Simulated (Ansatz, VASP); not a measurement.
**Ga3As: VASP beside Ansatz**

Contents of INCAR:

```
PREC = Accurate
ENCUT = 520
EDIFF = 1E-6
ISMEAR = 0
SIGMA = 0.1
LREAL = False
LASPH = True
NELM = 60
ALGO = Fast
ISIF = 2
LWAVE = False
LCHARG = True
GGA = PE
LELF = True
LVHAR = True
NBANDS = 54
```

The input KPOINTS:

```
regular mesh
0
Gamma
  3 3 4
```

File POSCAR:

```
Ga3As
1.0
    6.1465418087      0.0000000000      0.0000000000
   -3.0732709044      5.3230613518      0.0000000000
    0.0000000000      0.0000000000      4.9335481657
Ga As
6 2
Direct
    0.8330000000      0.6660000000      0.2500000000
    0.1670000000      0.8330000000      0.7500000000
    0.3340000000      0.1670000000      0.2500000000
    0.1670000000      0.3340000000      0.7500000000
    0.8330000000      0.1670000000      0.2500000000
    0.6660000000      0.8330000000      0.7500000000
    0.3333333333      0.6666666667      0.2500000000
    0.6666666667      0.3333333333      0.7500000000
```

Input for Ansatz:

```yaml
crystal:
  lattice:
    - [6.1465418087, 0.0, 0.0]
    - [-3.0732709044, 5.3230613518, 0.0]
    - [0.0, 0.0, 4.9335481657]
  atoms:
    - { symbol: Ga, position: [0.833, 0.666, 0.25] }
    - { symbol: Ga, position: [0.167, 0.833, 0.75] }
    - { symbol: Ga, position: [0.334, 0.167, 0.25] }
    - { symbol: Ga, position: [0.167, 0.334, 0.75] }
    - { symbol: Ga, position: [0.833, 0.167, 0.25] }
    - { symbol: Ga, position: [0.666, 0.833, 0.75] }
    - { symbol: As, position: [0.3333333333, 0.6666666667, 0.25] }
    - { symbol: As, position: [0.6666666667, 0.3333333333, 0.75] }
basis:
  ecutwfc: 420
kpoints:
  mp_grid: { grid: [3, 3, 4] }
hamiltonian:
  xc: pbe
scf:
  occupations: { method: gaussian, width: 0.1 }
  lower_state_search: "off"
output:
  forces: true
  stress: true
  eigenvalues: true
```

Alike in both runs: task single point; functional PBE; k mesh 3 × 3 × 4; occupations gaussian, width 0.1 eV; no spin polarisation.

|  | VASP | Ansatz |
| --- | --- | --- |
| version | VASP 6.6.1 | Ansatz 0.2.0 |
| potentials or method | VASP PAW PBE potentials, release 64 (Ga_d, As), cutoff 520 eV | scalar-relativistic, plane waves, PAW |
| valence electrons in the cell | 88 | 108 |

Ansatz gave:

* gap on the k mesh at the Fermi level (eV): none
* pressure (GPa): -1.0
* traceless stress, the component that is largest in VASP (GPa): 3.13
* rms of the force components (eV/Å): 0.059

Problem. What did VASP give for the same quantities?

Solution. gap on the k mesh at the Fermi level (eV): none; pressure (GPa): -0.9; traceless stress, the component that is largest in VASP (GPa): 3.14; rms of the force components (eV/Å): 0.059.

Atom by atom the forces differ by 0.000 eV/Å (rms over components). A gap of «none» marks a metal or a gap that the smearing closes. VASP's potentials hold 88 valence electrons a cell and Ansatz's 108, so a difference there can come from the potentials and not from the codes.

The k mesh is coarse, so the values compare programs but aren't converged.
